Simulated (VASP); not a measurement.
Set up this calculation in VASP 6.6.1, as the native input.

```yaml
Task: single point
Functional: PBEsol
Potentials_or_basis: VASP PAW PBE potentials, release 64 (Mo_sv, Se)
Cutoff: 520 eV
k_mesh: 6 × 6 × 6
Occupations: gaussian, width 0.1 eV
Spin: collinear spin, ferromagnetic start
Starting_moments: "[2.0, 0.0] μB"
Dipole_correction: no
Further_INCAR_settings: ALGO = Normal; EDIFF = 1e-06; NBANDS = 21
```

The structure of MoSe lies in POSCAR:

```
MoSe
1.0
    0.0000000000      2.5490353640      2.5490353640
    2.5490353640      0.0000000000      2.5490353640
    2.5490353640      2.5490353640      0.0000000000
Mo Se
1 1
Direct
    0.0000000000      0.0000000000      0.0000000000
    0.5000000000      0.5000000000      0.5000000000
```

These files were run (other wordings do the same):

INCAR

```
SYSTEM = MoSe
PREC     = Accurate       ! precision mode
ENCUT    = 520            ! plane-wave cutoff, eV
EDIFF    = 1E-6           ! SCF threshold, eV
ISMEAR   = 0              ! smearing method
SIGMA    = 0.1            ! smearing width, eV
LREAL    = .False.        ! projectors in reciprocal space
LASPH    = .True.         ! aspherical terms in the spheres
NELM     = 150            ! most SCF steps
ALGO     = Normal         ! electronic algorithm
ISIF     = 2              ! what is computed and relaxed
LWAVE    = .False.        ! write WAVECAR
LCHARG   = .False.        ! write CHGCAR
ISPIN    = 2              ! spin polarisation
MAGMOM   = 2 0            ! initial moments
LORBIT   = 11             ! projections on sites
LMAXMIX  = 4              ! l up to which the mixer works
GGA      = PS             ! functional
NBANDS   = 21             ! bands
```

KPOINTS

```
regular mesh
0
Gamma
  6 6 6
  0 0 0
```

Potentials or basis: VASP PAW PBE potentials, release 64 (Mo_sv, Se).

The run is started by

```sh
$ cat potpaw_PBE.64/Mo_sv/POTCAR potpaw_PBE.64/Se/POTCAR > POTCAR
$ mpirun -np 1 vasp_std > vasp.out
```

It gave:

```json
{
 "Pressure": "5.7 GPa",
 "Band gap on the k mesh": "zero (filled and empty bands overlap)",
 "Net moment": "0.00 μB per cell",
 "Valence electrons inside the program's atomic spheres": "Mo 12.49; Se 4.00"
}
```

Caveat: the PAW data sets were made with another functional, which shifts forces and pressure a little.

Run time: 27 s on 1 thread of AMD EPYC 9R45 96-Core Processor (Zen 5) (shared host), peak memory 0.15 GiB.
